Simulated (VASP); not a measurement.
A run of VASP 6.6.1 is set up as follows.

The input POSCAR:

```
GaAs
1.0
    0.0000000000      2.9246598801      2.9246598801
    2.9246598801      0.0000000000      2.9246598801
    2.9246598801      2.9246598801      0.0000000000
Ga As
1 1
Direct
    0.0000000000      0.0000000000      0.0000000000
    0.2500000000      0.2500000000      0.2500000000
```

File INCAR.step1:

```
SYSTEM = GaAs
PREC     = Accurate       ! precision mode
ENCUT    = 520            ! plane-wave cutoff, eV
ISMEAR   = 0              ! smearing method
SIGMA    = 0.02           ! smearing width, eV
LREAL    = .FALSE.        ! projectors in reciprocal space
LASPH    = .TRUE.         ! aspherical terms in the spheres
NELM     = 60             ! most SCF steps
NBANDS   = 16             ! bands
GGA      = PE             ! functional
ALGO     = Normal         ! electronic algorithm
EDIFF    = 1E-4           ! SCF threshold, eV
LWAVE    = .TRUE.         ! write WAVECAR
LCHARG   = .FALSE.        ! write CHGCAR
```

Contents of INCAR.step2:

```
SYSTEM = GaAs
PREC     = Accurate       ! precision mode
ENCUT    = 520            ! plane-wave cutoff, eV
EDIFF    = 1E-6           ! SCF threshold, eV
ISMEAR   = 0              ! smearing method
SIGMA    = 0.02           ! smearing width, eV
LREAL    = .FALSE.        ! projectors in reciprocal space
LASPH    = .TRUE.         ! aspherical terms in the spheres
NELM     = 60             ! most SCF steps
ALGO     = Normal         ! electronic algorithm
ISIF     = 2              ! what is computed and relaxed
LWAVE    = .FALSE.        ! write WAVECAR
LCHARG   = .FALSE.        ! write CHGCAR
METAGGA  = R2SCAN         ! meta-GGA
LMIXTAU  = .TRUE.       
NBANDS   = 16             ! bands
ISTART   = 1
```

Contents of KPOINTS:

```
regular mesh
0
G
  8 8 8
  0 0 0
```

Potentials or basis: VASP PAW PBE potentials, release 64 (Ga_d, As).

Run with:

```bash
$ cat potpaw_PBE.64/Ga_d/POTCAR potpaw_PBE.64/As/POTCAR > POTCAR
$ cp INCAR.step1 INCAR
$ mpirun -np 1 vasp_std > vasp.out
$ cp INCAR.step2 INCAR
$ mpirun -np 1 vasp_std > vasp.out
```

**Question.** Predict the band gap on the k mesh.

**Answer.** 0.20 eV, direct.

**Question.** Estimate the pressure.

**Answer.** -5.5 GPa.

Caveat: the PAW data sets were made with another functional, which shifts forces and pressure a little.
